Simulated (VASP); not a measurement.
# AlNi3 (Fm-3m) in VASP: a series of runs, part 2 of 2

VASP 6.6.1.

## 5. Single point, PBE

INCAR

```
SYSTEM = AlNi3
PREC = Accurate ; ENCUT = 520
EDIFF = 1E-6 ; ISMEAR = 0
SIGMA = 0.1 ; LREAL = .False.
LASPH = .True. ; NELM = 80
ALGO = Fast ; ISIF = 2
LWAVE = .False. ; LCHARG = .False.
GGA = PE ; NBANDS = 24
```

KPOINTS

```
Automatic mesh
0
Gamma
  22 22 22
  0 0 0
```

POSCAR

```
AlNi3
1.0
    0.0000000000      2.8018887551      2.8018887551
    2.8018887551      0.0000000000      2.8018887551
    2.8018887551      2.8018887551      0.0000000000
Al Ni
1 3
Direct
    0.5000000000      0.5000000000      0.5000000000
    0.2500000000      0.2500000000      0.2500000000
    0.0000000000      0.0000000000      0.0000000000
    0.7500000000      0.7500000000      0.7500000000
```

Potentials or basis: VASP PAW PBE potentials, release 64 (Al, Ni).

Run with:

```bash
$ cat potpaw_PBE.64/Al/POTCAR potpaw_PBE.64/Ni/POTCAR > POTCAR
$ mpirun -np 1 vasp_std > vasp.out
```

OUTCAR:

```text
SYSTEM = AlNi3
   PREC = Accurate
   ENCUT = 520
   EDIFF = 1E-6
   ISMEAR = 0
   LREAL = .False.
   LASPH = .True.
   NELM = 80
   ISIF = 2
   GGA = PE

 ion  position               nearest neighbor table
   1  0.500  0.500  0.500-   2 2.43   4 2.43   2 2.43   2 2.43   4 2.43   2 2.43   4 2.43   4 2.43
                             3 2.80   3 2.80   3 2.80   3 2.80   3 2.80   3 2.80
   2  0.250  0.250  0.250-   3 2.43   1 2.43   3 2.43   1 2.43   3 2.43   3 2.43   1 2.43   1 2.43
                             4 2.80   4 2.80   4 2.80   4 2.80   4 2.80   4 2.80
   3  0.000  0.000  0.000-   4 2.43   2 2.43   4 2.43   2 2.43   4 2.43   4 2.43   2 2.43   2 2.43
                             1 2.80   1 2.80   1 2.80   1 2.80   1 2.80   1 2.80
   4  0.750  0.750  0.750-   1 2.43   3 2.43   1 2.43   1 2.43   3 2.43   1 2.43   3 2.43   3 2.43
                             2 2.80   2 2.80   2 2.80   2 2.80   2 2.80   2 2.80

  LATTYP: Found a face centered cubic cell.
 ALAT       =     5.6037775102

  Lattice vectors:

 A1 = (   0.0000000000,   2.8018887551,   2.8018887551)
 A2 = (   2.8018887551,   0.0000000000,   2.8018887551)
 A3 = (   2.8018887551,   2.8018887551,   0.0000000000)

Analysis of symmetry for initial positions (statically):
=====================================================================
 Subroutine PRICEL returns:
[... 176 lines left out ...]

 E-fermi :   9.9611     XC(G=0): -12.8137

 val. band max:        9.9594972167   @ k =  -0.3636   0.4545   0.1364
 cond. band min:       9.9622468896   @ k =  -0.4545   0.4545   0.0455
 fundamental gap:      0.0027496729
 Fermi energy:         9.9611215263

 k-point     1 :       0.0000    0.0000    0.0000
  band No.  band energies     occupation
      1      -0.2338      2.00000
      2       6.3607      2.00000
      3       6.3607      2.00000
      4       6.4825      2.00000
      5       6.4825      2.00000
      6       6.4825      2.00000
[... 637 lines left out ...]
     23      18.2648      0.00000
     24      21.7000      0.00000

 [... further k-points ...]
[... 5 lines left out ...]
  --------------------------------------------------------------------------------------
  -------------------------------------------------------------------------------------
  Total        1.9381849      1.9381849      1.9381849      0.0000000     -0.0000000      0.0000000
  in kB       70.5867397     70.5867397     70.5867397      0.0000000     -0.0000000      0.0000000
  external PRESSURE =      70.5867397 kB  Pullay stress =       0.0000000 kB

 VOLUME and BASIS-vectors are now :
 -----------------------------------------------------------------------------
  energy-cutoff  :      520.00
  volume of cell :       43.99
      direct lattice vectors                 reciprocal lattice vectors
     0.000000000  2.801888755  2.801888755    -0.178451053  0.178451053  0.178451053
     2.801888755  0.000000000  2.801888755     0.178451053 -0.178451053  0.178451053
     2.801888755  2.801888755  0.000000000     0.178451053  0.178451053 -0.178451053

 POSITION                                       TOTAL-FORCE (eV/Angst)
 -----------------------------------------------------------------------------------
      2.80189      2.80189      2.80189        -0.000000     -0.000000      0.000000
      1.40094      1.40094      1.40094        -0.000000     -0.000000      0.000000
      0.00000      0.00000      0.00000        -0.000000      0.000000      0.000000
      4.20283      4.20283      4.20283         0.000000      0.000000     -0.000000
 -----------------------------------------------------------------------------------
    total drift:                                0.000000     -0.000000      0.000000

  FREE ENERGIE OF THE ION-ELECTRON SYSTEM (eV)
  ---------------------------------------------------
  free  energy   TOTEN  =       -21.6621729062 eV

  energy  without entropy=      -21.6491190904  energy(sigma->0) =      -21.65564600
```

OSZICAR:

```text
N       E                     dE             d eps       ncg     rms          rms(c)
DAV:   1     0.187425130829E+03    0.18743E+03   -0.14304E+04 15960   0.176E+03
DAV:   2    -0.162410434461E+02   -0.20367E+03   -0.19185E+03 15800   0.321E+02
DAV:   3    -0.250182066024E+02   -0.87772E+01   -0.83819E+01 19184   0.915E+01
DAV:   4    -0.251511505886E+02   -0.13294E+00   -0.13287E+00 19192   0.978E+00
DAV:   5    -0.251554125479E+02   -0.42620E-02   -0.42619E-02 20184   0.161E+00    0.182E+01
RMM:   6    -0.248548554966E+02    0.30056E+00   -0.34758E+01 17148   0.691E+01    0.170E+01
RMM:   7    -0.218110030612E+02    0.30439E+01   -0.96277E+00 16008   0.388E+01    0.533E+00
RMM:   8    -0.220040259203E+02   -0.19302E+00   -0.60425E-01 16963   0.851E+00    0.676E+00
RMM:   9    -0.216757869900E+02    0.32824E+00   -0.22840E-01 16988   0.561E+00    0.872E-01
RMM:  10    -0.216632867192E+02    0.12500E-01   -0.29684E-02 16871   0.143E+00    0.447E-01
RMM:  11    -0.216620280818E+02    0.12586E-02   -0.80529E-03 19098   0.889E-01    0.166E-01
RMM:  12    -0.216622505105E+02   -0.22243E-03   -0.20249E-03 18358   0.442E-01    0.138E-01
RMM:  13    -0.216621478809E+02    0.10263E-03   -0.75354E-04 19544   0.258E-01    0.292E-02
RMM:  14    -0.216621703650E+02   -0.22484E-04   -0.25574E-04 20977   0.102E-01    0.147E-02
RMM:  15    -0.216621730808E+02   -0.27158E-05   -0.40653E-05 21487   0.385E-02    0.105E-02
RMM:  16    -0.216621729062E+02    0.17461E-06   -0.36371E-06 12704   0.151E-02
   1 F= -.21662173E+02 E0= -.21655646E+02  d E =-.130538E-01
```

Run time: 3.9 min. Hardware: 1 thread of AMD EPYC 9R45 (Zen 5), shared host; peak memory 0.37 GiB.

What came out:

- Free energy: -21.6622 eV
- Pressure: 7.1 GPa
- Band gap on the k mesh: zero (an odd number of electrons rules out a gap without spin polarisation)

Caveat: the cell stands under pressure.

## 6. Single point, PBE

INCAR

```
SYSTEM = AlNi3
PREC = Accurate ; ENCUT = 690
EDIFF = 1E-6 ; ISMEAR = 0
SIGMA = 0.1 ; LREAL = .False.
LASPH = .True. ; NELM = 120
ALGO = Normal ; ISIF = 2
LWAVE = .False. ; LCHARG = .True.
GGA = PE ; LELF = .True.
LVHAR = .True. ; NBANDS = 36
GGA_COMPAT = .False.
```

KPOINTS

```
Automatic mesh
0
Gamma
  1 1 1
  0 0 0
```

POSCAR is that of step 5.

Potentials or basis: VASP PAW PBE potentials, release 64 (Al, Ni_sv_GW).

Run with:

```bash
$ cat potpaw_PBE.64/Al/POTCAR potpaw_PBE.64/Ni_sv_GW/POTCAR > POTCAR
$ mpirun -np 1 vasp_gam > vasp.out
```

It took 10 s on 1 thread of AMD EPYC 9R45 (Zen 5), shared host; peak memory 0.17 GiB.

The run converged. Its results:

```yaml
Free_energy: -17.6075 eV
Pressure: 10.5 GPa
Band_gap_on_the_k_mesh: zero (an odd number of electrons rules out a gap without spin polarisation)
```

Levels at points of the mesh, in eV from the Fermi level:
```csv
k point,band 26,band 27,band 28,band 29,band 30,band 31
"(0.00, 0.00, 0.00)",-5.36,-4.96,-4.96,0.07,0.07,0.07
```

Caveat: the k points lie up to 1.94 Å⁻¹ apart, too coarse for converged energies and pressures of a metal. Spin polarisation is off, so any magnetic state and its effect on volume and gap are missing.

## 7. Overview

| potentials or basis | k mesh | cutoff (eV) | smearing | gap on the mesh (eV) | pressure (GPa) |
| --- | --- | --- | --- | --- | --- |
| VASP PAW PBE potentials, release 64 (Al, Ni) | 14 × 14 × 14 | 520 | methfessel-paxton 0.1 eV | none | 7.0 |
| VASP PAW PBE potentials, release 64 (Al, Ni) | 14 × 14 × 14 | 520 | tetrahedron | none | 7.0 |
| VASP PAW PBE potentials, release 64 (Al, Ni) | 18 × 18 × 18 | 520 | gaussian 0.1 eV | none | 7.1 |
| VASP PAW PBE potentials, release 64 (Al, Ni) | 22 × 22 × 22 | 520 | gaussian 0.1 eV | none | 7.1 |
| VASP PAW PBE potentials, release 64 (Al, Ni_sv_GW) | 1 × 1 × 1 | 690 | gaussian 0.1 eV | none | 10.5 |

Alike in all rows: task single point; level PBE; no spin polarisation; cell as given.

Caveats: some runs use coarse meshes; the cell stands under pressure (at least some runs).

Total energies depend on the potentials used, so only differences within one code and one set of settings carry meaning.

The gap in the log of VASP goes by the Fermi energy; the results here count the filled bands.